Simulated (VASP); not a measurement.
# HoAuF4 (P-6m2) in VASP: further runs

The runs below take HoAuF4 through relaxation of cell and atoms, with PBE.

Everything below comes from runs of VASP 6.6.1. Logs are shortened: lines on timing, memory, paths and dates and some standing lists are left out, and cuts for length are marked.

### 1 The cell of the first run

It takes space group P-6m2 (No. 187, hexagonal). Conventional cell: a = 2.901 Å, b = 2.901 Å, c = 11.575 Å, α = 90.00°, β = 90.00°, γ = 120.00°. Within 3.0 Å of Ho (site symmetry -6m2) lie 6 F at 2.22 Å and 6 Ho at 2.90 Å. Within 3.0 Å of Au (site symmetry -6m2) lie 6 F at 2.19 Å and 6 Au at 2.90 Å. Within 3.0 Å of F (site symmetry 3m) lie 3 Ho at 2.22 Å and 7 F at 2.90 to 2.92 Å. Within 3.0 Å of F (site symmetry 3m) lie 3 Au at 2.19 Å and 7 F at 2.82 to 2.90 Å.

The cell was generated, and may not be a known phase.

### 2 Relaxation of cell and atoms, PBE

File INCAR:

```
PREC = Accurate ; ENCUT = 600
EDIFF = 1E-7 ; ISMEAR = 0
SIGMA = 0.15 ; LREAL = F
LASPH = T ; NELM = 200
ALGO = Normal ; ISIF = 3
LWAVE = F ; LCHARG = F
GGA = PE ; IBRION = 2
NSW = 36 ; EDIFFG = -0.08
GGA_COMPAT = F ; NELMIN = 4
LMAXMIX = 6
```

File KPOINTS:

```
regular mesh
0
Gamma
  5 5 1
```

File POSCAR:

```
HoAuF4
1.0
    2.9010829600      0.0000000000      0.0000000000
   -1.4505414800      2.5124115400      0.0000000000
    0.0000000000      0.0000000000     11.5748398000
Ho Au F
1 1 4
Direct
    0.6666666700      0.3333333300      0.5000000000
    0.6666666700      0.3333333300      0.0000000000
    0.3333333300      0.6666666700      0.6259580300
    0.0000000000      0.0000000000      0.8781179800
    0.0000000000      0.0000000000      0.1218820200
    0.3333333300      0.6666666700      0.3740419700
```

Potentials or basis: VASP PAW PBE potentials, release 64 (Ho_3, Au, F), 4f in core.

On the command line:

```bash
$ cat potpaw_PBE.64/Ho_3/POTCAR potpaw_PBE.64/Au/POTCAR potpaw_PBE.64/F/POTCAR > POTCAR
$ mpirun -np 1 vasp_std > vasp.out
```

OUTCAR:

```text
PREC = Accurate
   ENCUT = 600
   EDIFF = 1E-7
   ISMEAR = 0
   LREAL = F
   LASPH = T
   NELM = 200
   ISIF = 3
   GGA = PE
   IBRION = 2
   NSW = 36
   EDIFFG = -0.08
   NELMIN = 4

 ion  position               nearest neighbor table
   1  0.667  0.333  0.500-   3 2.22   6 2.22   3 2.22   6 2.22   3 2.22   6 2.22
   2  0.667  0.333  0.000-   4 2.19   5 2.19   4 2.19   5 2.19   4 2.19   5 2.19
   3  0.333  0.667  0.626-   1 2.22   1 2.22   1 2.22
   4  0.000  0.000  0.878-   2 2.19   2 2.19   2 2.19
   5  0.000  0.000  0.122-   2 2.19   2 2.19   2 2.19
   6  0.333  0.667  0.374-   1 2.22   1 2.22   1 2.22

  LATTYP: Found a hexagonal cell.
 ALAT       =     2.9010829600
 C/A-ratio  =     3.9898341273

  Lattice vectors:

 A1 = (   2.9010829600,   0.0000000000,   0.0000000000)
 A2 = (  -1.4505414800,   2.5124115400,   0.0000000000)
 A3 = (   0.0000000000,   0.0000000000,  11.5748398000)

Analysis of symmetry for initial positions (statically):
=====================================================================
 Subroutine PRICEL returns:
 Original cell was already a primitive cell.

 Routine SETGRP: Setting up the symmetry group for a
 hexagonal supercell.

 Subroutine GETGRP returns: Found 12 space group operations
 (whereof 12 operations were pure point group operations)
 out of a pool of 24 trial point group operations.

The static configuration has the point symmetry D_3h.

Analysis of symmetry for dynamics (positions and initial velocities):
=====================================================================
 Subroutine PRICEL returns:
 Original cell was already a primitive cell.

 Routine SETGRP: Setting up the symmetry group for a
 hexagonal supercell.

 Subroutine GETGRP returns: Found 12 space group operations
 (whereof 12 operations were pure point group operations)
 out of a pool of 24 trial point group operations.

The dynamic configuration has the point symmetry D_3h.

 Subroutine INISYM returns: Found 12 space group operations
 (whereof 12 operations are pure point group operations),
 and found     1 'primitive' translations

----------------------------------------------------------------------------------------

                                     Primitive cell

  volume of cell :      84.3657

  direct lattice vectors                    reciprocal lattice vectors
     2.901082960  0.000000000  0.000000000     0.344698864  0.199011982  0.000000000
    -1.450541480  2.512411540  0.000000000     0.000000000  0.398023964  0.000000000
     0.000000000  0.000000000 11.574839800     0.000000000  0.000000000  0.086394284

  length of vectors
     2.901082960  2.901082958 11.574839800     0.398023964  0.398023964  0.086394284

  position of ions in fractional coordinates (direct lattice)
     0.666666670  0.333333330  0.500000000
     0.666666670  0.333333330  0.000000000
     0.333333330  0.666666670  0.625958030
     0.000000000  0.000000000  0.878117980
     0.000000000  0.000000000  0.121882020
     0.333333330  0.666666670  0.374041970

  ion indices of the primitive-cell ions
   primitive index   ion index
                 1           1
                 2           2
                 3           3
                 4           4
                 5           5
                 6           6

----------------------------------------------------------------------------------------

 KPOINTS: regular mesh

Automatic generation of k-mesh.
 Grid dimensions read from file:
 generate k-points for:    5    5    1

 Generating k-lattice:

  Cartesian coordinates                     Fractional coordinates (reciprocal lattice)
     0.068939773  0.039802396  0.000000000     0.200000000  0.000000000  0.000000000
     0.000000000  0.079604793  0.000000000     0.000000000  0.200000000  0.000000000
     0.000000000  0.000000000  0.086394284     0.000000000  0.000000000  1.000000000

  Length of vectors
     0.079604793  0.079604793  0.086394284

  Shift w.r.t. Gamma in fractional coordinates (k-lattice)
     0.000000000  0.000000000  0.000000000

 Subroutine IBZKPT returns following result:
 ===========================================

 Found      5 irreducible k-points:

 Following reciprocal coordinates:
            Coordinates               Weight
  0.000000  0.000000  0.000000      1.000000
  0.200000  0.000000  0.000000      6.000000
  0.400000 -0.000000  0.000000      6.000000
  0.200000  0.200000  0.000000      6.000000
  0.400000  0.200000  0.000000      6.000000
   k-points           NKPTS =      5   k-points in BZ     NKDIM =      5   number of bands    NBANDS=     28
   number of dos      NEDOS =    301   number of ions     NIONS =      6
   total plane-waves  NPLWV =  55296
   dimension x,y,z NGX =    24 NGY =   24 NGZ =   96
   dimension x,y,z NGXF=    48 NGYF=   48 NGZF=  192
   ions per type =               1   1   4
   NGX,Y,Z   is equivalent  to a cutoff of  13.75, 13.75, 13.79 a.u.
   NGXF,Y,Z  is equivalent  to a cutoff of  27.51, 27.51, 27.58 a.u.
 SYSTEM =  unknown system
   PREC   = accura    normal or accurate (medium, high low for compatibility)
   ISTART =      0    job   : 0-new  1-cont  2-samecut
   ICHARG =      2    charge: 1-file 2-atom 10-const
   ISPIN  =      1    spin polarized calculation?
   LNONCOLLINEAR =      F non collinear calculations
   LSORBIT =      F    spin-orbit coupling
   LASPH  =      T    aspherical Exc in radial PAW
   ENCUT  =  600.0 eV  44.10 Ry    6.64 a.u.   5.79  5.79 23.12*2*pi/ulx,y,z
   NELM   =    200;   NELMIN=  4; NELMDL= -5     # of ELM steps
   EDIFF  = 0.1E-06   stopping-criterion for ELM
   LREAL  =      F    real-space projection
   EDIFFG = -.8E-01   stopping-criterion for IOM
   NSW    =     36    number of steps for IOM
   IBRION =      2    ionic relax: 0-MD 1-quasi-New 2-CG
   NFREE  =      1    steps in history (QN), initial steepest desc. (CG)
   ISIF   =      3    stress and relaxation
   ISYM   =      2    0-nonsym 1-usesym 2-fastsym
   POTIM  = 0.5000    time-step for ionic-motion
   TEBEG  =    0.0;   TEEND  =   0.0 temperature during run
   PSTRESS=    0.0 pullay stress
   NELECT =      48.0000    total number of electrons
   NUPDOWN=      -1.0000    fix difference up-down
   EMIN   =  10.00;   EMAX   =-10.00  energy-range for DOS
   EFERMI =   0.00;   METHOD = LEGACY
   ISMEAR =     0;   SIGMA  =   0.15  broadening in eV -4-tet -1-fermi 0-gaus
   EFERMI_NEDOS =   21; number of points for ismear=-14 and -15
   IALGO  =     38    algorithm
   IMIX   =      4    mixing-type and parameters
     AMIX     =   0.40;   BMIX     =  1.00
     AMIX_MAG =   1.60;   BMIX_MAG =  1.00
  volume/ion in A,a.u.               =      14.06        94.89
  Fermi-wavevector in a.u.,A,eV,Ry     =   1.356542  2.563493 25.037528  1.840206
  Thomas-Fermi vector in A             =   2.483536
   LORBIT       =      0    0 simple, 1 ext, 2 COOP (PROOUT), +10 PAW based schemes
   GGA     = PE    functional components
   LHFCALC =     F    Hartree Fock is set to
   AEXX    =    0.0000 exact exchange contribution
   IVDW    =     0    specifies the selected vdW correction
   LEPSILON=     F    determine dielectric tensor
   LRPA    =     F    only Hartree local field effects (RPA)
 conjugate gradient relaxation of ions
 non-spin polarized calculation
 Gauss-broadening in eV      SIGMA  =   0.15
  energy-cutoff  :      600.00
  volume of cell :       84.37
 maximum number of plane-waves:      2826
 NGX is ok and might be reduce to    24
   NGX = 11   NGY = 11   NGZ = 47

--------------------------------------- Ionic step        1  -------------------------------------------

 number of electron      47.9999979 magnetization

 Free energy of the ion-electron system (eV)
  ---------------------------------------------------
  ext. energy  EPLUGINS =         0.00000000
  ---------------------------------------------------
  free energy    TOTEN  =       -23.73847724 eV

  energy without entropy =      -23.66685341  energy(sigma->0) =      -23.70266533

------------------------ aborting loop because EDIFF is reached ----------------------------------------

  FORCE on cell =-STRESS in cart. coord.  units (eV):
  Direction    XX          YY          ZZ          XY          YZ          ZX
  --------------------------------------------------------------------------------------
  -------------------------------------------------------------------------------------
  Total       17.8190835     17.8190834      6.8830217      0.0000000      0.0000000      0.0000000
  in kB      338.3997453    338.3997448    130.7145110      0.0000000      0.0000000      0.0000000
  external PRESSURE =     269.1713337 kB  Pullay stress =       0.0000000 kB
[... 25 lines left out ...]
  energy  without entropy=      -23.6668534121  energy(sigma->0) =      -23.70266533

--------------------------------------- Ionic step        2  -------------------------------------------

 number of electron      47.9999986 magnetization

 E-fermi :  -0.3456     XC(G=0):  -8.5928

 val. band max:       -0.3472884157   @ k =   0.4000  -0.0000   0.0000
 cond. band min:      -0.2843936186   @ k =   0.4000   0.2000   0.0000
 fundamental gap:      0.0628947971
 Fermi energy:        -0.3456406462

 k-point     1 :       0.0000    0.0000    0.0000
  band No.  band energies     occupation
      1     -25.7440      2.00000
      2     -24.7913      2.00000
      3     -24.7913      2.00000
      4     -23.9900      2.00000
      5     -23.0508      2.00000
      6     -21.0118      2.00000
[... 217 lines left out ...]
  FREE ENERGIE OF THE ION-ELECTRON SYSTEM (eV)
  ---------------------------------------------------
  free  energy   TOTEN  =       -25.4036793215 eV

  energy  without entropy=      -25.3170038969  energy(sigma->0) =      -25.36034161

 E-fermi :   2.5216     XC(G=0):  -9.7993

 val. band max:        2.4495923027   @ k =   0.4000  -0.0000   0.0000
 cond. band min:       2.5483177937   @ k =   0.4000   0.2000   0.0000
 fundamental gap:      0.0987254910
 Fermi energy:         2.5215703698

 k-point     1 :       0.0000    0.0000    0.0000
  band No.  band energies     occupation
      1     -24.5098      2.00000
      2     -23.4790      2.00000
      3     -22.6010      2.00000
      4     -22.6010      2.00000
      5     -21.1329      2.00000
      6     -19.4371      2.00000
[... 144 lines left out ...]
     27       6.0779      0.00000
     28       7.4655      0.00000

 E-fermi :   3.7556     XC(G=0): -10.8145

 val. band max:        3.6339985607   @ k =   0.4000   0.2000   0.0000
 cond. band min:       4.4089922844   @ k =   0.4000  -0.0000   0.0000
 fundamental gap:      0.7749937237
 Fermi energy:         3.7555531896

 k-point     1 :       0.0000    0.0000    0.0000
  band No.  band energies     occupation
      1     -22.6811      2.00000
      2     -21.7851      2.00000
      3     -21.7851      2.00000
      4     -21.4069      2.00000
      5     -19.7779      2.00000
      6     -18.1778      2.00000
[... 144 lines left out ...]
     27       7.5792      0.00000
     28       8.0594      0.00000

[... ionic steps 4 to 20 ...]

--------------------------------------- Ionic step       21  -------------------------------------------

 number of electron      47.9999973 magnetization

------------------------ aborting loop because EDIFF is reached ----------------------------------------

  FORCE on cell =-STRESS in cart. coord.  units (eV):
  Direction    XX          YY          ZZ          XY          YZ          ZX
  --------------------------------------------------------------------------------------
  -------------------------------------------------------------------------------------
  Total       -2.2749749     -2.2749749     -0.2221038      0.0000000     -0.0000000     -0.0000000
  in kB      -49.7092978    -49.7092977     -4.8530751      0.0000000     -0.0000000     -0.0000000
  external PRESSURE =     -34.7572235 kB  Pullay stress =       0.0000000 kB
[... 65 lines left out ...]
  energy  without entropy=      -27.3366218475  energy(sigma->0) =      -27.33664408

--------------------------------------- Ionic step       23  -------------------------------------------

 number of electron      47.9999928 magnetization

 Free energy of the ion-electron system (eV)
  ---------------------------------------------------
  ext. energy  EPLUGINS =         0.00000000
  ---------------------------------------------------
  free energy    TOTEN  =       -27.34155715 eV

  energy without entropy =      -27.34152160  energy(sigma->0) =      -27.34153937

 E-fermi :   3.1755     XC(G=0): -11.3957

 val. band max:        2.7689553550   @ k =   0.4000   0.2000   0.0000
 cond. band min:       3.5219209560   @ k =   0.0000   0.0000   0.0000
 fundamental gap:      0.7529656010
 Fermi energy:         3.1755301451

 k-point     1 :       0.0000    0.0000    0.0000
  band No.  band energies     occupation
      1     -20.5435      2.00000
      2     -19.6940      2.00000
      3     -19.5666      2.00000
      4     -19.5666      2.00000
      5     -18.2397      2.00000
      6     -17.7153      2.00000
[... 177 lines left out ...]
  FREE ENERGIE OF THE ION-ELECTRON SYSTEM (eV)
  ---------------------------------------------------
  free  energy   TOTEN  =       -27.3415571471 eV

  energy  without entropy=      -27.3415216022  energy(sigma->0) =      -27.34153937

 reached required accuracy - stopping structural energy minimisation
```

Wall time 6.3 min (1 thread of Intel Xeon Platinum 8559C (Emerald Rapids), shared host); peak memory 0.25 GiB.

What came out:

* Free energy: -27.3416 eV
* Relaxed volume: 12.03 Å³/atom
* Relaxed cell: a = 3.725 Å, b = 3.725 Å, c = 6.007 Å, α = 90.00°, β = 90.00°, γ = 120.00°
* Space group after relaxing (to 0.1 Å): P-6m2 (No. 187)
* Energy gained by relaxing: 600.5 meV/atom
* Ionic steps: 23
* Pressure after relaxing: 0.2 GPa
* Largest force after relaxing: 0.068 eV/Å
* Band gap on the k mesh: 0.75 eV (least direct gap 0.83 eV)

Forces on the atoms (eV/Å):
```
Ho   0.000  0.000  0.000
Au   0.000  0.000  0.000
F    0.000  0.000 -0.040
F    0.000  0.000  0.068
F    0.000  0.000 -0.068
F    0.000  0.000  0.040
```

Step by step:
```
step  energy change (eV)  largest force (eV/Å)  pressure (GPa)  volume (Å³)
   1              0.0000                2.1661           26.92        84.37
   2             -1.3458                2.2757           -8.26       116.37
   3             -1.6652                1.6901           -1.34       104.03
   4             -2.2698                0.8910           -1.00       105.79
   5             -2.5455                0.3594           -1.33       107.50
   6             -2.5537                0.1630           -1.19       107.25
   7             -2.5549                0.1848           -1.23       107.30
   8             -2.5730                0.2964            0.20       104.85
   9             -2.5761                0.3679            1.12       103.37
  10             -2.5857                0.3675            1.27       102.86
  11             -2.6146                0.3698            1.19       101.36
  12             -2.6715                0.3857            1.47        98.35
  13             -2.7740                0.4471            2.48        92.38
  14             -2.8121                0.6281            8.52        80.57
  15             -2.8335                0.6032            5.66        85.13
  16             -2.8570                0.5654            5.27        84.92
  17             -2.9171                0.5292            4.14        84.27
  18             -3.0059                1.1132            2.54        82.86
  19             -3.2038                2.0778            1.07        79.64
  20             -3.5043                1.1376            4.89        71.48
  21             -3.5782                0.1481           -3.48        73.32
  22             -3.5982                0.2734           -1.17        72.75
  23             -3.6031                0.0682            0.20        72.16
```

Final structure:
```cif
data_structure
_symmetry_space_group_name_H-M 'P 1'
_symmetry_Int_Tables_number 1
_cell_length_a 3.7245
_cell_length_b 3.7245
_cell_length_c 6.0068
_cell_angle_alpha 90.000
_cell_angle_beta 90.000
_cell_angle_gamma 120.000
_cell_volume 72.16
loop_
_atom_site_label
_atom_site_type_symbol
_atom_site_fract_x
_atom_site_fract_y
_atom_site_fract_z
_atom_site_occupancy
Ho1 Ho 0.66667 0.33333 0.50000 1
Au1 Au 0.66667 0.33333 0.00000 1
F1 F 0.33333 0.66667 0.67949 1
F2 F 0.00000 0.00000 0.76000 1
F3 F 0.00000 0.00000 0.24000 1
F4 F 0.33333 0.66667 0.32051 1
```

Caveat: the k points lie up to 1.05 Å⁻¹ apart in the final cell, too coarse for converged energies, forces and pressures; a cell axis changed by over 15 % at a fixed basis, so the end point is rough; spin-orbit coupling is left out, which moves the levels of the heavy elements; the 4f electrons are frozen in the core, so they carry no moment and show no levels; the relaxation stopped at a loose force limit of 0.08 eV/Å, so its end isn't a converged minimum. Spin polarisation is off, so any magnetic state and its effect on volume and gap are missing.

(Part 1 of 2 ends here.)

The gap in the log of VASP goes by the Fermi energy; the results here count the filled bands.